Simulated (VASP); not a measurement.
# FeO (P4_2/mmc) in VASP: notebook

The runs below take FeO through single point, with PBE.

Everything below comes from runs of VASP 6.6.1. Logs are shortened: lines on timing, memory, paths and dates and some standing lists are left out, and cuts for length are marked.

## (1) The cell of the first run

It takes space group P4_2/mmc (No. 131, tetragonal). The conventional cell has a = 3.066 Å, b = 3.066 Å, c = 5.500 Å, α = 90.00°, β = 90.00°, γ = 90.00°. Fe (site symmetry mmm) has 4 O at 2.06 Å within 2.7 Å. Within 2.7 Å of O (site symmetry -4m2) lie 4 Fe at 2.06 Å.

## (2) Single point, PBE, collinear spin, ferromagnetic start

INCAR

```
PREC = Accurate
ENCUT = 520
EDIFF = 1E-6
ISMEAR = -1
SIGMA = 0.05
LREAL = F
LASPH = T
NELM = 150
ALGO = Normal
ISIF = 2
LWAVE = F
LCHARG = F
ISPIN = 2
MAGMOM = 3 3 0 0
LORBIT = 11
LMAXMIX = 4
GGA = PE
NBANDS = 26
```

KPOINTS

```
Automatic mesh
0
Gamma
  9 9 5
```

POSCAR

```
FeO
1.0
    3.0660640603      0.0000000000      0.0000000000
    0.0000000000      3.0660640603      0.0000000000
    0.0000000000      0.0000000000      5.5003993928
Fe O
2 2
Direct
    0.5000000000      0.0000000000      0.5000000000
    0.0000000000      0.5000000000      0.0000000000
    0.5000000000      0.5000000000      0.2500000000
    0.5000000000      0.5000000000      0.7500000000
```

Potentials or basis: VASP PAW PBE potentials, release 64 (Fe, O).

The run is started by

```sh
$ cat potpaw_PBE.64/Fe/POTCAR potpaw_PBE.64/O/POTCAR > POTCAR
$ mpirun -np 1 vasp_std > vasp.out
```

OUTCAR:

```text
PREC = Accurate
   ENCUT = 520
   EDIFF = 1E-6
   ISMEAR = -1
   LREAL = F
   LASPH = T
   NELM = 150
   ISIF = 2
   ISPIN = 2
   LORBIT = 11
   GGA = PE

 ion  position               nearest neighbor table
   1  0.500  0.000  0.500-   3 2.06   4 2.06   3 2.06   4 2.06
   2  0.000  0.500  0.000-   3 2.06   4 2.06   3 2.06   4 2.06
   3  0.500  0.500  0.250-   1 2.06   2 2.06   1 2.06   2 2.06
   4  0.500  0.500  0.750-   1 2.06   2 2.06   1 2.06   2 2.06

  LATTYP: Found a simple tetragonal cell.
 ALAT       =     3.0660640603
 C/A-ratio  =     1.7939610147

  Lattice vectors:

 A1 = (   3.0660640603,   0.0000000000,   0.0000000000)
 A2 = (   0.0000000000,   3.0660640603,   0.0000000000)
 A3 = (   0.0000000000,   0.0000000000,   5.5003993928)

Analysis of symmetry for initial positions (statically):
=====================================================================
 Subroutine PRICEL returns:
 Original cell was already a primitive cell.

 Routine SETGRP: Setting up the symmetry group for a
 simple tetragonal supercell.

 Subroutine GETGRP returns: Found 16 space group operations
 (whereof  8 operations were pure point group operations)
 out of a pool of 16 trial point group operations.

The static configuration has the point symmetry D_2h.
 The point group associated with its full space group is D_4h.

Analysis of symmetry for dynamics (positions and initial velocities):
=====================================================================
 Subroutine PRICEL returns:
 Original cell was already a primitive cell.

 Routine SETGRP: Setting up the symmetry group for a
 simple tetragonal supercell.

 Subroutine GETGRP returns: Found 16 space group operations
 (whereof  8 operations were pure point group operations)
 out of a pool of 16 trial point group operations.

The dynamic configuration has the point symmetry D_2h.
 The point group associated with its full space group is D_4h.

Analysis of structural, dynamic, and magnetic symmetry:
=====================================================================
 Subroutine PRICEL returns:
 Original cell was already a primitive cell.

 Routine SETGRP: Setting up the symmetry group for a
 simple tetragonal supercell.

 Subroutine GETGRP returns: Found 16 space group operations
 (whereof  8 operations were pure point group operations)
 out of a pool of 16 trial point group operations.

The overall configuration has the point symmetry D_2h.
 The point group associated with its full space group is D_4h.

 Subroutine INISYM returns: Found 16 space group operations
 (whereof  8 operations are pure point group operations),
 and found     1 'primitive' translations

----------------------------------------------------------------------------------------

                                     Primitive cell

  volume of cell :      51.7079

  direct lattice vectors                    reciprocal lattice vectors
     3.066064060  0.000000000  0.000000000     0.326151046  0.000000000  0.000000000
     0.000000000  3.066064060  0.000000000     0.000000000  0.326151046  0.000000000
     0.000000000  0.000000000  5.500399393     0.000000000  0.000000000  0.181804980

  length of vectors
     3.066064060  3.066064060  5.500399393     0.326151046  0.326151046  0.181804980

  position of ions in fractional coordinates (direct lattice)
     0.500000000  0.000000000  0.500000000
     0.000000000  0.500000000  0.000000000
     0.500000000  0.500000000  0.250000000
     0.500000000  0.500000000  0.750000000

  ion indices of the primitive-cell ions
   primitive index   ion index
                 1           1
                 2           2
                 3           3
                 4           4

----------------------------------------------------------------------------------------

 KPOINTS: Automatic mesh

Automatic generation of k-mesh.
 Grid dimensions read from file:
 generate k-points for:    9    9    5

 Generating k-lattice:

  Cartesian coordinates                     Fractional coordinates (reciprocal lattice)
     0.036239005  0.000000000  0.000000000     0.111111111  0.000000000  0.000000000
     0.000000000  0.036239005  0.000000000     0.000000000  0.111111111  0.000000000
     0.000000000  0.000000000  0.036360996     0.000000000  0.000000000  0.200000000

  Length of vectors
     0.036239005  0.036239005  0.036360996

  Shift w.r.t. Gamma in fractional coordinates (k-lattice)
     0.000000000  0.000000000  0.000000000

 Subroutine IBZKPT returns following result:
 ===========================================

 Found     45 irreducible k-points:

 Following reciprocal coordinates:
            Coordinates               Weight
  0.000000  0.000000  0.000000      1.000000
  0.111111  0.000000  0.000000      4.000000
  0.222222  0.000000  0.000000      4.000000
  0.333333  0.000000  0.000000      4.000000
  0.444444  0.000000  0.000000      4.000000
  0.111111  0.111111  0.000000      4.000000
[... 16 lines left out ...]
  0.333333  0.111111  0.200000     16.000000
  0.444444  0.111111  0.200000     16.000000
 [... further k-points ...]
   k-points           NKPTS =     45   k-points in BZ     NKDIM =     45   number of bands    NBANDS=     26
   number of dos      NEDOS =    301   number of ions     NIONS =      4
   total plane-waves  NPLWV =  24192
   dimension x,y,z NGX =    24 NGY =   24 NGZ =   42
   dimension x,y,z NGXF=    48 NGYF=   48 NGZF=   84
   ions per type =               2   2
   NGX,Y,Z   is equivalent  to a cutoff of  13.01, 13.01, 12.69 a.u.
   NGXF,Y,Z  is equivalent  to a cutoff of  26.03, 26.03, 25.39 a.u.
 SYSTEM =  unknown system
   PREC   = accura    normal or accurate (medium, high low for compatibility)
   ISTART =      0    job   : 0-new  1-cont  2-samecut
   ICHARG =      2    charge: 1-file 2-atom 10-const
   ISPIN  =      2    spin polarized calculation?
   LNONCOLLINEAR =      F non collinear calculations
   LSORBIT =      F    spin-orbit coupling
   LASPH  =      T    aspherical Exc in radial PAW
   ENCUT  =  520.0 eV  38.22 Ry    6.18 a.u.   5.70  5.70 10.23*2*pi/ulx,y,z
   NELM   =    150;   NELMIN=  2; NELMDL= -5     # of ELM steps
   EDIFF  = 0.1E-05   stopping-criterion for ELM
   LREAL  =      F    real-space projection
   EDIFFG = 0.1E-04   stopping-criterion for IOM
   NSW    =      0    number of steps for IOM
   IBRION =     -1    ionic relax: 0-MD 1-quasi-New 2-CG
   NFREE  =      0    steps in history (QN), initial steepest desc. (CG)
   ISIF   =      2    stress and relaxation
   ISYM   =      2    0-nonsym 1-usesym 2-fastsym
   POTIM  = 0.5000    time-step for ionic-motion
   TEBEG  =    0.0;   TEEND  =   0.0 temperature during run
   PSTRESS=    0.0 pullay stress
   NELECT =      28.0000    total number of electrons
   NUPDOWN=      -1.0000    fix difference up-down
   EMIN   =  10.00;   EMAX   =-10.00  energy-range for DOS
   EFERMI =   0.00;   METHOD = LEGACY
   ISMEAR =    -1;   SIGMA  =   0.05  broadening in eV -4-tet -1-fermi 0-gaus
   EFERMI_NEDOS =   21; number of points for ismear=-14 and -15
   IALGO  =     38    algorithm
   IMIX   =      4    mixing-type and parameters
     AMIX     =   0.40;   BMIX     =  1.00
     AMIX_MAG =   1.60;   BMIX_MAG =  1.00
  volume/ion in A,a.u.               =      12.93        87.24
  Fermi-wavevector in a.u.,A,eV,Ry     =   1.334367  2.521588 24.225652  1.780535
  Thomas-Fermi vector in A             =   2.463154
   LORBIT       =     11    0 simple, 1 ext, 2 COOP (PROOUT), +10 PAW based schemes
   GGA     = PE    functional components
   LHFCALC =     F    Hartree Fock is set to
   AEXX    =    0.0000 exact exchange contribution
   IVDW    =     0    specifies the selected vdW correction
   LEPSILON=     F    determine dielectric tensor
   LRPA    =     F    only Hartree local field effects (RPA)
 spin polarized calculation
  energy-cutoff  :      520.00
  volume of cell :       51.71
 maximum number of plane-waves:      1409
 NGX is ok and might be reduce to    24
   NGX = 11   NGY = 11   NGZ = 21

 number of electron      28.0000003 magnetization       7.7611250

 Free energy of the ion-electron system (eV)
  ---------------------------------------------------
  ext. energy  EPLUGINS =         0.00000000
  ---------------------------------------------------
  free energy    TOTEN  =       -29.60410799 eV

  energy without entropy =      -29.57248317  energy(sigma->0) =      -29.58829558

 E-fermi :   3.5296     XC(G=0): -10.6477

 val. band max:        3.5092611919   @ k =   0.4444   0.0000   0.4000
 cond. band min:       3.5298938486   @ k =   0.3333   0.2222   0.0000
 fundamental gap:      0.0206326568
 Fermi energy:         3.5295808899

 spin component 1

 k-point     1 :       0.0000    0.0000    0.0000
  band No.  band energies     occupation
      1     -15.9980      1.00000
      2     -15.0466      1.00000
      3      -4.3996      1.00000
      4      -2.3012      1.00000
      5      -2.3012      1.00000
      6      -0.8584      1.00000
[... 18 lines left out ...]
     25      17.0088      0.00000
     26      17.4442      0.00000
[... 644 lines left out ...]
      4      -3.1699      1.00000
      5      -2.3038      1.00000
      6      -2.1558      1.00000
[... 18 lines left out ...]
     25      16.0672      0.00000
     26      18.4469      0.00000

 [... further k-points ...]

 spin component 2

 k-point     1 :       0.0000    0.0000    0.0000
  band No.  band energies     occupation
      1     -15.5299      1.00000
      2     -14.5863      1.00000
      3      -3.5833      1.00000
      4      -0.7198      1.00000
      5      -0.7198      1.00000
      6       0.4403      1.00000
[... 18 lines left out ...]
     25      17.7896      0.00000
     26      18.2876      0.00000
[... 644 lines left out ...]
      4      -2.3596      1.00000
      5      -1.3936      1.00000
      6      -0.7705      1.00000
[... 18 lines left out ...]
     25      16.9724      0.00000
     26      19.1616      0.00000

 [... further k-points ...]
[... 5 lines left out ...]
  --------------------------------------------------------------------------------------
  -------------------------------------------------------------------------------------
  Total       -2.7195257     -2.7195257     -4.1713347      0.0000000      0.0000000      0.0000000
  in kB      -84.2649716    -84.2649716   -129.2495231      0.0000000      0.0000000      0.0000000
  external PRESSURE =     -99.2598221 kB  Pullay stress =       0.0000000 kB

 VOLUME and BASIS-vectors are now :
 -----------------------------------------------------------------------------
  energy-cutoff  :      520.00
  volume of cell :       51.71
      direct lattice vectors                 reciprocal lattice vectors
     3.066064060  0.000000000  0.000000000     0.326151046  0.000000000  0.000000000
     0.000000000  3.066064060  0.000000000     0.000000000  0.326151046  0.000000000
     0.000000000  0.000000000  5.500399393     0.000000000  0.000000000  0.181804980

 POSITION                                       TOTAL-FORCE (eV/Angst)
 -----------------------------------------------------------------------------------
      1.53303      0.00000      2.75020        -0.000000     -0.000000      0.000000
      0.00000      1.53303      0.00000        -0.000000     -0.000000      0.000000
      1.53303      1.53303      1.37510         0.000000      0.000000     -0.000000
      1.53303      1.53303      4.12530        -0.000000      0.000000      0.000000
 -----------------------------------------------------------------------------------
    total drift:                                0.000000     -0.000000     -0.000000

  FREE ENERGIE OF THE ION-ELECTRON SYSTEM (eV)
  ---------------------------------------------------
  free  energy   TOTEN  =       -29.6041079870 eV

  energy  without entropy=      -29.5724831677  energy(sigma->0) =      -29.58829558

 total charge

# of ion       s       p       d       tot
------------------------------------------
    1        0.338   0.353   5.973   6.664
    2        0.338   0.353   5.973   6.664
    3        1.562   3.413   0.000   4.974
    4        1.562   3.413   0.000   4.974
--------------------------------------------------
tot          3.800   7.532  11.945  23.277

 magnetization (x)

# of ion       s       p       d       tot
------------------------------------------
    1        0.027   0.019   3.505   3.550
    2        0.027   0.019   3.505   3.550
    3        0.019   0.224   0.000   0.244
    4        0.019   0.224   0.000   0.244
--------------------------------------------------
tot          0.093   0.486   7.009   7.588
```

Wall time 5.2 min (1 thread of AMD EPYC 7R13, shared host); peak memory 0.21 GiB.

What came out:

```
Free energy                                           : -29.6041 eV
Pressure                                              : -9.9 GPa
Net moment                                            : 7.76 μB per cell
Site moments                                          : Fe +3.55; O +0.24 μB
Valence electrons inside the program's atomic spheres : Fe 6.66; O 4.97
```

Stress tensor (GPa, compression positive):
```
 -8.43   0.00   0.00
  0.00  -8.43   0.00
  0.00   0.00 -12.92
```

Levels at points of the mesh, in eV from the Fermi level:
Spin up:
```csv
k point,band 14,band 15,band 16,band 17,band 18,band 19,band 20,band 21,band 22,band 23
"(0.00, 0.00, 0.00)",-3.28,-3.01,-2.68,-0.03,-0.03,0.44,4.72,6.10,12.29,13.12
```
Spin down:
```tsv
k point	band 8	band 9	band 10	band 11	band 12	band 13
(0.00, 0.00, 0.00)	-2.60	-2.59	-1.69	-0.50	0.54	0.54
```

Caveat: semilocal functionals often make such compounds metallic where correlation or magnetic order opens a gap, which also shifts bond lengths; only a ferromagnetic start was run, and an antiferromagnetic order may lie lower in energy. With open d or f shells a metallic result of PBE can be an artefact of self-interaction; +U or a hybrid may open a gap.

## (3) Single point, PBE, collinear spin, ferromagnetic start

This run uses another cell than the first one, of 13.18 Å³/atom, 1.020 times its volume.

INCAR

```
PREC     = Accurate       # precision mode
ENCUT    = 520            # plane-wave cutoff, eV
EDIFF    = 1E-6           # SCF threshold, eV
ISMEAR   = -1             # smearing method
SIGMA    = 0.05           # smearing width, eV
LREAL    = F              # projectors in reciprocal space
LASPH    = T              # aspherical terms in the spheres
NELM     = 150            # most SCF steps
ALGO     = Normal         # electronic algorithm
ISIF     = 2              # what is computed and relaxed
LWAVE    = F              # write WAVECAR
LCHARG   = T              # write CHGCAR
ISPIN    = 2              # spin polarisation
MAGMOM   = 3 3 0 0        # initial moments
LORBIT   = 11             # projections on sites
LMAXMIX  = 4              # l up to which the mixer works
GGA      = PE             # functional
LELF     = T              # ELF
LVHAR    = T            
NBANDS   = 26             # bands
```

KPOINTS

```
regular mesh
0
Gamma
  9 9 5
```

POSCAR

```
FeO
1.0
    3.0859741250      0.0000000000      0.0000000000
    0.0000000000      3.0859741250      0.0000000000
    0.0000000000      0.0000000000      5.5361172728
Fe O
2 2
Direct
    0.5000000000      0.0000000000      0.5000000000
    0.0000000000      0.5000000000      0.0000000000
    0.5000000000      0.5000000000      0.2500000000
    0.5000000000      0.5000000000      0.7500000000
```

Potentials or basis: VASP PAW PBE potentials, release 64 (Fe, O).

The run is started by

```sh
$ cat potpaw_PBE.64/Fe/POTCAR potpaw_PBE.64/O/POTCAR > POTCAR
$ mpirun -np 1 vasp_std > vasp.out
```

Wall time 3.7 min (1 thread of AMD EPYC 7R13, shared host); peak memory 0.21 GiB.

The run converged. Its results:

| Property | Result |
| --- | --- |
| Free energy | -29.5373 eV |
| Pressure | -11.5 GPa |
| Net moment | 7.84 μB per cell |
| Site moments | Fe +3.58; O +0.25 μB |
| Valence electrons inside the program's atomic spheres | Fe 6.63; O 4.97 |

Stress tensor (GPa, compression positive):
```
 -9.71   0.00   0.00
  0.00  -9.71   0.00
  0.00   0.00 -14.97
```

Levels at points of the mesh, in eV from the Fermi level:
Spin up:
```csv
k point,band 16,band 17,band 18,band 19,band 20,band 21
"(0.00, 0.00, 0.00)",-2.72,-0.08,-0.08,0.35,4.67,5.98
```
Spin down:
```tsv
k point	band 6	band 7	band 8	band 9	band 10	band 11	band 12	band 13	band 14	band 15
(0.00, 0.00, 0.00)	-3.00	-3.00	-2.54	-2.51	-1.65	-0.46	0.54	0.54	0.66	0.66
```

Caveat: semilocal functionals often make such compounds metallic where correlation or magnetic order opens a gap, which also shifts bond lengths; only a ferromagnetic start was run, and an antiferromagnetic order may lie lower in energy. With open d or f shells a metallic result of PBE can be an artefact of self-interaction; +U or a hybrid may open a gap.
